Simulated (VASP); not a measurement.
AlFe: single point with RPBE

Crystal: AlFe.

```
Al Fe
1.0
     2.91000    0.00000    0.00000
     0.00000    2.91000    0.00000
     0.00000    0.00000    2.91000
Al Fe
1 1
Direct
  0.00000 0.00000 0.00000
  0.50000 0.50000 0.50000
```

| Quantity | Value |
| --- | --- |
| Program | VASP 6.6.1 |
| Task | single point |
| Functional | RPBE |
| Potentials or basis | VASP PAW PBE potentials, release 64 (Al, Fe) |
| Cutoff | 520 eV |
| k mesh | 9 × 9 × 9 |
| Occupations | fermi-dirac, width 0.15 eV |
| Spin | collinear spin, ferromagnetic start |
| Starting moments | [0.0, 2.4] μB |

* Pressure: -1.8 GPa
* Net moment: 0.69 μB per cell
* Site moments: Al -0.03; Fe +0.74 μB
* Valence electrons inside the program's atomic spheres: Al 0.82; Fe 7.33

Levels at points of the mesh, in eV from the Fermi level:
Spin up:
```csv
k point,band 3,band 4,band 5,band 6,band 7,band 8,band 9,band 10
"(0.00, 0.00, 0.00)",-2.46,-0.47,-0.47,-0.47,6.10,6.10,6.10,9.01
```
Spin down:
```csv
k point,band 3,band 4,band 5,band 6,band 7,band 8
"(0.00, 0.00, 0.00)",-2.08,0.37,0.37,0.37,6.11,6.11
```

Wall time 16 s on 1 thread of AMD EPYC 9R45 96-Core Processor (Zen 5), on a shared host, peak memory 0.13 GiB.

Caveat: the PAW data sets were made with another functional, which shifts forces and pressure a little.
